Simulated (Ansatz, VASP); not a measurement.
**Ag2O3 in VASP and in Ansatz**

```
Ag O
1.0
     5.12140    0.00000    0.00000
     0.00000    5.12140    0.00000
     0.00000    0.00000    5.12140
Ag O
4 6
Cartesian
  1.2803 1.2803 1.2803
  1.2803 3.8410 3.8410
  3.8410 3.8410 1.2803
  3.8410 1.2803 3.8410
  2.5607 0.0000 0.0000
  2.5607 0.0000 2.5607
  0.0000 2.5607 0.0000
  2.5607 2.5607 0.0000
  0.0000 2.5607 2.5607
  0.0000 0.0000 2.5607
```

Alike in both runs: functional r2SCAN; k mesh 7 × 7 × 7; occupations fermi-dirac, width 0.1 eV; no spin polarisation.

Ansatz relaxed the structure, and its values are those at the end. VASP's run is a single point on that final structure, the one shown.

|  | VASP | Ansatz |
| --- | --- | --- |
| version | VASP 6.6.1 | Ansatz 0.2.0 |
| potentials or method | VASP PAW PBE potentials, release 64 (Ag, O), cutoff 520 eV | PAW plane waves |
| valence electrons in the cell | 80 | 112 |

```csv
,VASP,Ansatz,Ansatz less VASP
pressure (GPa),-7.3,-7.4,-0.09
```

VASP's potentials were made for PBE, not for r2SCAN. VASP's potentials hold 80 valence electrons a cell and Ansatz's 112, so a difference there can come from the potentials and not from the codes. Ansatz's warnings: stress scf threshold loose.
